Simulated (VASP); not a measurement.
Runs of VASP 6.6.1 on Ti2Co. The structure is that of space group Fd-3m (No. 227), or close to it. The cells are those of the table. 

```csv
cell,gap on the mesh (eV),pressure (GPa),moment (μB)
"a = 5.041 Å, angles 60.0°, 6 atoms",none,0.5,(a)
"a = 5.091 Å, angles 60.0°, 6 atoms",none,-2.4,4.90
"a = 4.990 Å, angles 60.0°, 6 atoms",none,(b),4.70
"a = 5.140 Å, angles 60.0°, 6 atoms",none,(c),5.00
"a = 5.142 Å, angles 60.0°, 6 atoms",none,-4.9,5.00
```

Alike in all rows: task single point; level r2SCAN; potentials or basis VASP PAW PBE potentials, release 64 (Ti_sv, Co); spin collinear, ferromagnetic start; k mesh 10 × 10 × 10; cutoff (eV) 520; smearing gaussian 0.1 eV.

**Question.** Fill in the values left out.

**Answer.** (a) 4.80; (b) 3.9; (c) -4.8.

Caveats: the PAW data sets were made with another functional, which shifts forces and pressure a little; the cell stands under tension (at least some runs); the cell stands under pressure (at least some runs).

A gap of «none» marks levels without a gap at the run's occupations.
